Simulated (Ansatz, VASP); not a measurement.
# One calculation of AgS, two programs

The input INCAR:

```
SYSTEM = AgS
PREC = Accurate
ENCUT = 520
EDIFF = 1E-6
ISMEAR = 0
SIGMA = 0.1
LREAL = .False.
LASPH = .True.
NELM = 150
ALGO = Normal
ISIF = 2
LWAVE = .False.
LCHARG = .False.
ISPIN = 2
MAGMOM = 1 0
LORBIT = 11
LMAXMIX = 4
GGA = PE
NBANDS = 20
```

KPOINTS

```
regular mesh
0
Gamma
  6 6 6
  0 0 0
```

POSCAR

```
AgS
1.0
    0.0000000000      2.9110925800      2.9110925800
    2.9110925800      0.0000000000      2.9110925800
    2.9110925800      2.9110925800      0.0000000000
Ag S
1 1
Direct
    0.0000000000      0.0000000000      0.0000000000
    0.5000000000      0.5000000000      0.5000000000
```

Input for Ansatz:

```yaml
crystal:
  lattice:
    - [0.0, 2.91109258, 2.91109258]
    - [2.91109258, 0.0, 2.91109258]
    - [2.91109258, 2.91109258, 0.0]
  atoms:
    - { symbol: Ag, position: [0.0, 0.0, 0.0], spin: 1.0 }
    - { symbol: S, position: [0.5, 0.5, 0.5] }
basis:
  ecutwfc: 420
kpoints:
  mp_grid: { grid: [6, 6, 6] }
hamiltonian:
  xc: pbe
scf:
  occupations: { method: gaussian, width: 0.1 }
  lower_state_search: "off"
output:
  forces: true
  stress: true
  eigenvalues: true
  populations: true
magnetization:
  spin_polarized: true
```

Change from the starting cell: species swapped into the TlBr type (Fm-3m, No. 225).

Alike in both runs: task single point; functional PBE; k mesh 6 × 6 × 6; occupations gaussian, width 0.1 eV; collinear spin.

|  | VASP | Ansatz |
| --- | --- | --- |
| version | VASP 6.6.1 | Ansatz 0.2.0 |
| potentials or method | VASP PAW PBE potentials, release 64 (Ag, S), cutoff 520 eV | scalar-relativistic, plane waves, PAW |
| valence electrons in the cell | 17 | 25 |

VASP gave:

| Property | Result |
| --- | --- |
| gap on the k mesh at the Fermi level (eV) | none |
| pressure (GPa) | -11.2 |
| net moment per atom (μB) | 0.05 |
| size of the moment on the site where the two differ most (μB) | 0.05 |

**Question.** Estimate Ansatz's values.

**Answer.** gap on the k mesh at the Fermi level (eV): none; pressure (GPa): -11.1; net moment per atom (μB): 0.03; size of the moment on the site where the two differ most (μB): 0.04.

Site moments also hang on the region over which each program counts them. A gap of «none» marks a metal or a gap that the smearing closes. VASP's potentials hold 17 valence electrons a cell and Ansatz's 25, so a difference there can come from the potentials and not from the codes. Ansatz's warnings: seeded moment not kept.
